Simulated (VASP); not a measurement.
# BiSbTe2S (P-6m2) in VASP: a series of runs

Runs on BiSbTe2S. Level: PBE. Tasks: single point.

All numbers are computed with VASP 6.6.1; they aren't measurements. Logs are shortened: lines on timing, memory, paths and dates and some standing lists are left out, and cuts for length are marked.

## (1) The cell of the first run

The structure is hexagonal, space group P-6m2 (No. 187). Conventional cell: a = 5.344 Å, b = 5.344 Å, c = 6.326 Å, α = 90.00°, β = 90.00°, γ = 120.00°. Sb (site symmetry -6m2) has 3 Te at 3.09 Å and 2 Bi at 3.16 Å within 4.1 Å. Bi (site symmetry -6m2) has 3 Te at 3.09 Å and 3 S at 3.09 Å and 2 Sb at 3.16 Å within 4.1 Å. Within 4.1 Å of Te (site symmetry -6m2) lie 3 Sb at 3.09 Å and 2 S at 3.16 Å. Within 4.1 Å of Te (site symmetry -6m2) lie 3 Bi at 3.09 Å and 3 S at 3.09 Å. Within 4.1 Å of S (site symmetry -6m2) lie 5 Te at 3.09 to 3.16 Å and 3 Bi at 3.09 Å.

The cell was generated, and may not be a known phase.

## (2) Single point, PBE

The input, INCAR:

```
PREC     = Accurate       # precision mode
ENCUT    = 520            # plane-wave cutoff, eV
EDIFF    = 1E-7           # SCF threshold, eV
ISMEAR   = 0              # smearing method
SIGMA    = 0.1            # smearing width, eV
LREAL    = False          # projectors in reciprocal space
LASPH    = True           # aspherical terms in the spheres
NELM     = 80             # most SCF steps
ALGO     = Normal         # electronic algorithm
ISIF     = 2              # what is computed and relaxed
LWAVE    = False          # write WAVECAR
LCHARG   = True           # write CHGCAR
GGA      = PE             # functional
LELF     = True           # ELF
LVHAR    = True         
NBANDS   = 27             # bands
```

The input, KPOINTS:

```
regular mesh
0
Gamma
  6 6 2
```

The input, POSCAR:

```
BiSbTe2S
1.0
    5.3437324622      0.0000000000      0.0000000000
   -2.6718662311      4.6278080633      0.0000000000
    0.0000000000      0.0000000000      6.3264360737
Sb Bi Te S
1 1 2 1
Direct
    0.3333333333      0.6666666667      0.5000000000
    0.3333333333      0.6666666667      0.0000000000
    0.6666666667      0.3333333333      0.5000000000
    0.0000000000      0.0000000000      0.0000000000
    0.6666666667      0.3333333333      0.0000000000
```

Potentials or basis: VASP PAW PBE potentials, release 64 (Sb, Bi_d, Te, S).

Launch:

```
> cat potpaw_PBE.64/Sb/POTCAR potpaw_PBE.64/Bi_d/POTCAR potpaw_PBE.64/Te/POTCAR potpaw_PBE.64/S/POTCAR > POTCAR
> mpirun -np 1 vasp_std > vasp.out
```

OUTCAR:

```text
PREC = Accurate
   ENCUT = 520
   EDIFF = 1E-7
   ISMEAR = 0
   LREAL = False
   LASPH = True
   NELM = 80
   ISIF = 2
   GGA = PE

 ion  position               nearest neighbor table
   1  0.333  0.667  0.500-   3 3.09   3 3.09   3 3.09   2 3.16   2 3.16
   2  0.333  0.667  0.000-   5 3.09   4 3.09   5 3.09   4 3.09   4 3.09   5 3.09   1 3.16   1 3.16

   3  0.667  0.333  0.500-   1 3.09   1 3.09   1 3.09   5 3.16   5 3.16
   4  0.000  0.000  0.000-   2 3.09   5 3.09   5 3.09   2 3.09   5 3.09   2 3.09
   5  0.667  0.333  0.000-   2 3.09   4 3.09   2 3.09   4 3.09   4 3.09   2 3.09   3 3.16   3 3.16

  LATTYP: Found a hexagonal cell.
 ALAT       =     5.3437324622
 C/A-ratio  =     1.1838983554

  Lattice vectors:

 A1 = (   5.3437324622,   0.0000000000,   0.0000000000)
 A2 = (  -2.6718662311,   4.6278080633,   0.0000000000)
 A3 = (   0.0000000000,   0.0000000000,   6.3264360737)

Analysis of symmetry for initial positions (statically):
=====================================================================
 Subroutine PRICEL returns:
 Original cell was already a primitive cell.

 Routine SETGRP: Setting up the symmetry group for a
 hexagonal supercell.

 Subroutine GETGRP returns: Found 12 space group operations
 (whereof 12 operations were pure point group operations)
 out of a pool of 24 trial point group operations.

The static configuration has the point symmetry D_3h.

Analysis of symmetry for dynamics (positions and initial velocities):
=====================================================================
 Subroutine PRICEL returns:
 Original cell was already a primitive cell.

 Routine SETGRP: Setting up the symmetry group for a
 hexagonal supercell.

 Subroutine GETGRP returns: Found 12 space group operations
 (whereof 12 operations were pure point group operations)
 out of a pool of 24 trial point group operations.

The dynamic configuration has the point symmetry D_3h.

 Subroutine INISYM returns: Found 12 space group operations
 (whereof 12 operations are pure point group operations),
 and found     1 'primitive' translations

----------------------------------------------------------------------------------------

                                     Primitive cell

  volume of cell :     156.4513

  direct lattice vectors                    reciprocal lattice vectors
     5.343732462  0.000000000  0.000000000     0.187135117  0.108042510  0.000000000
    -2.671866231  4.627808063  0.000000000     0.000000000  0.216085020  0.000000000
     0.000000000  0.000000000  6.326436074     0.000000000  0.000000000  0.158066878

  length of vectors
     5.343732462  5.343732462  6.326436074     0.216085020  0.216085020  0.158066878

  position of ions in fractional coordinates (direct lattice)
     0.333333333  0.666666667  0.500000000
     0.333333333  0.666666667  0.000000000
     0.666666667  0.333333333  0.500000000
     0.000000000  0.000000000  0.000000000
     0.666666667  0.333333333  0.000000000

  ion indices of the primitive-cell ions
   primitive index   ion index
                 1           1
                 2           2
                 3           3
                 4           4
                 5           5

----------------------------------------------------------------------------------------

 KPOINTS: regular mesh

Automatic generation of k-mesh.
 Grid dimensions read from file:
 generate k-points for:    6    6    2

 Generating k-lattice:

  Cartesian coordinates                     Fractional coordinates (reciprocal lattice)
     0.031189186  0.018007085  0.000000000     0.166666667  0.000000000  0.000000000
     0.000000000  0.036014170  0.000000000     0.000000000  0.166666667  0.000000000
     0.000000000  0.000000000  0.079033439     0.000000000  0.000000000  0.500000000

  Length of vectors
     0.036014170  0.036014170  0.079033439

  Shift w.r.t. Gamma in fractional coordinates (k-lattice)
     0.000000000  0.000000000  0.000000000

 Subroutine IBZKPT returns following result:
 ===========================================

 Found     14 irreducible k-points:

 Following reciprocal coordinates:
            Coordinates               Weight
  0.000000  0.000000  0.000000      1.000000
  0.166667  0.000000  0.000000      6.000000
  0.333333  0.000000  0.000000      6.000000
  0.500000  0.000000  0.000000      3.000000
  0.166667  0.166667  0.000000      6.000000
  0.333333  0.166667  0.000000     12.000000
  0.333333  0.333333  0.000000      2.000000
  0.000000  0.000000  0.500000      1.000000
  0.166667  0.000000  0.500000      6.000000
  0.333333  0.000000  0.500000      6.000000
  0.500000  0.000000  0.500000      3.000000
  0.166667  0.166667  0.500000      6.000000
  0.333333  0.166667  0.500000     12.000000
  0.333333  0.333333  0.500000      2.000000
   k-points           NKPTS =     14   k-points in BZ     NKDIM =     14   number of bands    NBANDS=     27
   number of dos      NEDOS =    301   number of ions     NIONS =      5
   total plane-waves  NPLWV =  76800
   dimension x,y,z NGX =    40 NGY =   40 NGZ =   48
   dimension x,y,z NGXF=    80 NGYF=   80 NGZF=   96
   ions per type =               1   1   2   1
   NGX,Y,Z   is equivalent  to a cutoff of  12.44, 12.44, 12.61 a.u.
   NGXF,Y,Z  is equivalent  to a cutoff of  24.89, 24.89, 25.23 a.u.
 SYSTEM =  unknown system
   PREC   = accura    normal or accurate (medium, high low for compatibility)
   ISTART =      0    job   : 0-new  1-cont  2-samecut
   ICHARG =      2    charge: 1-file 2-atom 10-const
   ISPIN  =      1    spin polarized calculation?
   LNONCOLLINEAR =      F non collinear calculations
   LSORBIT =      F    spin-orbit coupling
   LASPH  =      T    aspherical Exc in radial PAW
   ENCUT  =  520.0 eV  38.22 Ry    6.18 a.u.   9.94  9.94 11.76*2*pi/ulx,y,z
   NELM   =     80;   NELMIN=  2; NELMDL= -5     # of ELM steps
   EDIFF  = 0.1E-06   stopping-criterion for ELM
   LREAL  =      F    real-space projection
   EDIFFG = 0.1E-05   stopping-criterion for IOM
   NSW    =      0    number of steps for IOM
   IBRION =     -1    ionic relax: 0-MD 1-quasi-New 2-CG
   NFREE  =      0    steps in history (QN), initial steepest desc. (CG)
   ISIF   =      2    stress and relaxation
   ISYM   =      2    0-nonsym 1-usesym 2-fastsym
   POTIM  = 0.5000    time-step for ionic-motion
   TEBEG  =    0.0;   TEEND  =   0.0 temperature during run
   PSTRESS=    0.0 pullay stress
   NELECT =      38.0000    total number of electrons
   NUPDOWN=      -1.0000    fix difference up-down
   EMIN   =  10.00;   EMAX   =-10.00  energy-range for DOS
   EFERMI =   0.00;   METHOD = LEGACY
   ISMEAR =     0;   SIGMA  =   0.10  broadening in eV -4-tet -1-fermi 0-gaus
   EFERMI_NEDOS =   21; number of points for ismear=-14 and -15
   IALGO  =     38    algorithm
   IMIX   =      4    mixing-type and parameters
     AMIX     =   0.40;   BMIX     =  1.00
     AMIX_MAG =   1.60;   BMIX_MAG =  1.00
  volume/ion in A,a.u.               =      31.29       211.16
  Fermi-wavevector in a.u.,A,eV,Ry     =   1.021432  1.930227 14.195287  1.043324
  Thomas-Fermi vector in A             =   2.155057
   LORBIT       =      0    0 simple, 1 ext, 2 COOP (PROOUT), +10 PAW based schemes
   GGA     = PE    functional components
   LHFCALC =     F    Hartree Fock is set to
   AEXX    =    0.0000 exact exchange contribution
   IVDW    =     0    specifies the selected vdW correction
   LEPSILON=     F    determine dielectric tensor
   LRPA    =     F    only Hartree local field effects (RPA)
 non-spin polarized calculation
 Gauss-broadening in eV      SIGMA  =   0.10
  energy-cutoff  :      520.00
  volume of cell :      156.45
 maximum number of plane-waves:      4230
 NGX is ok and might be reduce to    40
   NGX = 19   NGY = 19   NGZ = 23

 number of electron      38.0000005 magnetization

 Free energy of the ion-electron system (eV)
  ---------------------------------------------------
  ext. energy  EPLUGINS =         0.00000000
  ---------------------------------------------------
  free energy    TOTEN  =       -17.29897798 eV

  energy without entropy =      -17.27405275  energy(sigma->0) =      -17.28651537

 E-fermi :   5.9743     XC(G=0):  -9.2467

 val. band max:        5.9726883172   @ k =   0.5000   0.0000   0.0000
 cond. band min:       5.9794567629   @ k =   0.3333   0.3333   0.0000
 fundamental gap:      0.0067684457
 Fermi energy:         5.9742517146

 k-point     1 :       0.0000    0.0000    0.0000
  band No.  band energies     occupation
      1     -17.2595      2.00000
      2     -17.2398      2.00000
      3     -17.2398      2.00000
      4     -17.2339      2.00000
      5     -17.2339      2.00000
      6      -8.0006      2.00000
[... 19 lines left out ...]
     26      10.5816      0.00000
     27      10.5816      0.00000

 k-point     2 :       0.1667    0.0000    0.0000
  band No.  band energies     occupation
      1     -17.2587      2.00000
      2     -17.2402      2.00000
      3     -17.2390      2.00000
      4     -17.2340      2.00000
      5     -17.2339      2.00000
      6      -7.8418      2.00000
[... 19 lines left out ...]
     26      10.4678      0.00000
     27      11.0330      0.00000

 k-point     3 :       0.3333    0.0000    0.0000
  band No.  band energies     occupation
      1     -17.2573      2.00000
      2     -17.2410      2.00000
      3     -17.2375      2.00000
      4     -17.2343      2.00000
      5     -17.2339      2.00000
      6      -7.3997      2.00000
[... 294 lines left out ...]
      1     -17.2565      2.00000
      2     -17.2408      2.00000
      3     -17.2375      2.00000
      4     -17.2346      2.00000
      5     -17.2342      2.00000
      6      -6.8412      2.00000
[... 19 lines left out ...]
     26      11.0706      0.00000
     27      11.3256      0.00000

 k-point    14 :       0.3333    0.3333    0.5000
  band No.  band energies     occupation
      1     -17.2560      2.00000
      2     -17.2400      2.00000
      3     -17.2382      2.00000
      4     -17.2345      2.00000
      5     -17.2344      2.00000
      6      -6.6062      2.00000
[... 19 lines left out ...]
     26      10.7773      0.00000
     27      10.7940      0.00000

------------------------ aborting loop because EDIFF is reached ----------------------------------------

  FORCE on cell =-STRESS in cart. coord.  units (eV):
  Direction    XX          YY          ZZ          XY          YZ          ZX
  --------------------------------------------------------------------------------------
  -------------------------------------------------------------------------------------
  Total        0.3094907      0.3094907     -0.2370487      0.0000000     -0.0000000      0.0000000
  in kB        3.1694148      3.1694148     -2.4275541      0.0000000     -0.0000000      0.0000000
  external PRESSURE =       1.3037585 kB  Pullay stress =       0.0000000 kB

 VOLUME and BASIS-vectors are now :
 -----------------------------------------------------------------------------
  energy-cutoff  :      520.00
  volume of cell :      156.45
      direct lattice vectors                 reciprocal lattice vectors
     5.343732462  0.000000000  0.000000000     0.187135117  0.108042510  0.000000000
    -2.671866231  4.627808063  0.000000000     0.000000000  0.216085020  0.000000000
     0.000000000  0.000000000  6.326436074     0.000000000  0.000000000  0.158066878

 POSITION                                       TOTAL-FORCE (eV/Angst)
 -----------------------------------------------------------------------------------
     -0.00000      3.08521      3.16322         0.000000     -0.000000      0.000000
     -0.00000      3.08521      0.00000        -0.000000      0.000000      0.000000
      2.67187      1.54260      3.16322        -0.000000     -0.000000      0.000000
      0.00000      0.00000      0.00000         0.000000      0.000000      0.000000
      2.67187      1.54260      0.00000        -0.000000      0.000000      0.000000
 -----------------------------------------------------------------------------------
    total drift:                               -0.000000      0.000000     -0.000000

  FREE ENERGIE OF THE ION-ELECTRON SYSTEM (eV)
  ---------------------------------------------------
  free  energy   TOTEN  =       -17.2989779784 eV

  energy  without entropy=      -17.2740527536  energy(sigma->0) =      -17.28651537
```

Run time: 28 s. Hardware: 1 thread of Intel Xeon 6975P-C (Granite Rapids), shared host; peak memory 0.3 GiB.

Results:

* Free energy: -17.2990 eV
* Pressure: 0.1 GPa
* Band gap on the k mesh: zero (bands 19 and 20 overlap by 0.70 eV)

Levels at points of the mesh, in eV from the Fermi level:
| k point | band 17 | band 18 | band 19 | band 20 | band 21 | band 22 |
| --- | --- | --- | --- | --- | --- | --- |
| (0.00, 0.00, 0.00) | -2.76 | -2.51 | -0.63 | 0.47 | 0.47 | 1.13 |
| (0.50, 0.00, 0.00) | -1.45 | -1.22 | 0.00 | 1.20 | 1.24 | 1.79 |
| (0.00, 0.00, 0.50) | -3.23 | -2.51 | -0.79 | 0.11 | 0.11 | 0.74 |
| (0.50, 0.00, 0.50) | -1.26 | -1.21 | -0.30 | 0.07 | 0.39 | 1.23 |

Caveat: the k points lie up to 0.50 Å⁻¹ apart, too coarse for converged energies and pressures of a metal; spin-orbit coupling is left out, which moves the levels of the heavy elements.

## (3) Single point, PBE

This run uses another cell than the first one, of 32.69 Å³/atom.

The input, INCAR:

```
SYSTEM = BiSbTe2S
ALGO     = Normal         ! electronic algorithm
EDIFF    = 1E-6           ! SCF threshold, eV
ENCUT    = 520            ! plane-wave cutoff, eV
GGA      = PE             ! functional
ISIF     = 2              ! what is computed and relaxed
ISMEAR   = 0              ! smearing method
LASPH    = .True.         ! aspherical terms in the spheres
LCHARG   = .False.        ! write CHGCAR
LREAL    = .False.        ! projectors in reciprocal space
LWAVE    = .False.        ! write WAVECAR
NBANDS   = 27             ! bands
NELM     = 60             ! most SCF steps
PREC     = Accurate       ! precision mode
SIGMA    = 0.1            ! smearing width, eV
```

The input, KPOINTS:

```
k-points
0
Gamma
  6 6 2
  0 0 0
```

The input, POSCAR:

```
BiSbTe2S
1.0
    4.6779535000      0.0000000000      0.0000000000
   -2.3389767500      4.0512265700      0.0000000000
    0.0000000000      0.0000000000      8.6252819400
Sb Bi Te S
1 1 2 1
Direct
    0.3333333300      0.6666666700      0.5000000000
    0.3333333300      0.6666666700      0.0000000000
    0.6666666700      0.3333333300      0.5000000000
    0.0000000000      0.0000000000      0.0000000000
    0.6666666700      0.3333333300      0.0000000000
```

Potentials or basis: VASP PAW PBE potentials, release 64 (Sb, Bi_d, Te, S).

Launch:

```
> cat potpaw_PBE.64/Sb/POTCAR potpaw_PBE.64/Bi_d/POTCAR potpaw_PBE.64/Te/POTCAR potpaw_PBE.64/S/POTCAR > POTCAR
> mpirun -np 1 vasp_std > vasp.out
```

It took 27 s on 1 thread of Intel Xeon 6975P-C (Granite Rapids), shared host; peak memory 0.31 GiB.

It converged, with:

* Free energy: -13.5446 eV
* Pressure: 18.5 GPa
* Band gap on the k mesh: zero (bands 19 and 20 overlap by 0.47 eV)

Stress tensor (GPa, compression positive):
```
28.86  0.00  0.00
 0.00 28.86  0.00
 0.00  0.00 -2.31
```

Levels at points of the mesh, in eV from the Fermi level:
| k point | band 17 | band 18 | band 19 | band 20 | band 21 | band 22 |
| --- | --- | --- | --- | --- | --- | --- |
| (0.00, 0.00, 0.00) | -4.19 | -3.32 | -0.04 | 0.58 | 0.58 | 1.50 |
| (0.50, 0.00, 0.00) | -0.94 | -0.82 | 0.01 | 0.58 | 1.15 | 2.97 |
| (0.00, 0.00, 0.50) | -4.20 | -3.83 | 0.02 | 0.57 | 0.57 | 1.83 |
| (0.50, 0.00, 0.50) | -1.02 | -0.75 | 0.02 | 0.11 | 1.15 | 2.97 |

Caveat: the k points lie up to 0.36 Å⁻¹ apart; spin-orbit coupling is left out, which moves the levels of the heavy elements; this functional lacks dispersion, which binds layers or chains, so the pressure and a relaxed spacing across them are unreliable.

## (4) Single point, PBE

This run uses another cell than the first one, of 31.48 Å³/atom.

The input, INCAR:

```
  PREC = Accurate
  ENCUT = 520
  EDIFF = 1E-7
  ISMEAR = 0
  SIGMA = 0.1
  LREAL = F
  LASPH = T
  NELM = 80
  ALGO = Normal
  ISIF = 2
  LWAVE = F
  LCHARG = F
  GGA = PE
  NBANDS = 27
```

The input, KPOINTS:

```
regular mesh
0
Gamma
  6 6 4
```

The input, POSCAR:

```
BiSbTe2S
1.0
    5.4294023818      0.0000000000      0.0000000000
   -2.7147011909      4.7020003900      0.0000000000
    0.0000000000      0.0000000000      6.1647335921
Sb Bi Te S
1 1 2 1
Direct
    0.3333333333      0.6666666667      0.5000000000
    0.3333333333      0.6666666667      0.0000000000
    0.6666666667      0.3333333333      0.5000000000
    0.0000000000      0.0000000000      0.0000000000
    0.6666666667      0.3333333333      0.0000000000
```

Launch:

```
> cat potpaw_PBE.64/Sb/POTCAR potpaw_PBE.64/Bi_d/POTCAR potpaw_PBE.64/Te/POTCAR potpaw_PBE.64/S/POTCAR > POTCAR
> mpirun -np 1 vasp_std > vasp.out
```

It took 41 s on 1 thread of Intel Xeon 6975P-C (Granite Rapids), shared host; peak memory 0.32 GiB.

Results (log left out):

```
Free energy            : -17.3241 eV
Pressure               : -0.4 GPa
Band gap on the k mesh : zero (bands 19 and 20 overlap by 0.59 eV)
```

Levels at points of the mesh, in eV from the Fermi level:
| k point | band 16 | band 17 | band 18 | band 19 | band 20 | band 21 | band 22 | band 23 |
| --- | --- | --- | --- | --- | --- | --- | --- | --- |
| (0.00, 0.00, 0.00) | -2.99 | -2.66 | -2.66 | -0.74 | 0.39 | 0.39 | 1.38 | 4.03 |
| (0.50, 0.00, 0.00) | -1.88 | -1.53 | -1.36 | -0.25 | 0.90 | 1.44 | 1.48 | 2.28 |
| (0.00, 0.00, 0.50) | -3.40 | -3.14 | -2.44 | -0.99 | -0.05 | -0.05 | 0.64 | 0.97 |
| (0.50, 0.00, 0.50) | -1.98 | -1.43 | -1.15 | -0.24 | -0.15 | 0.42 | 0.90 | 1.89 |

Caveat: spin-orbit coupling is left out, which moves the levels of the heavy elements.

## (5) The runs side by side

```tsv
cell	k mesh	gap on the mesh (eV)	pressure (GPa)
a = 5.344, b = 5.344, c = 6.326 Å, angles 90.0, 90.0, 120.0°, 5 atoms	6 × 6 × 2	none	0.1
a = 4.678, b = 4.678, c = 8.625 Å, angles 90.0, 90.0, 120.0°, 5 atoms	6 × 6 × 2	none	18.5
a = 5.429, b = 5.429, c = 6.165 Å, angles 90.0, 90.0, 120.0°, 5 atoms	6 × 6 × 4	none	-0.4
```

Alike in all rows: task single point; level PBE; potentials or basis VASP PAW PBE potentials, release 64 (Sb, Bi_d, Te, S); no spin polarisation; cutoff (eV) 520; smearing gaussian 0.1 eV.

Caveats: some runs use coarse meshes; spin-orbit coupling is left out, which moves the levels of the heavy elements; this functional lacks dispersion, which binds layers or chains, so the pressure and a relaxed spacing across them are unreliable (at least some runs).

Total energies depend on the potentials used, so only differences within one code and one set of settings carry meaning.

The gap in the log of VASP goes by the Fermi energy; the results here count the filled bands.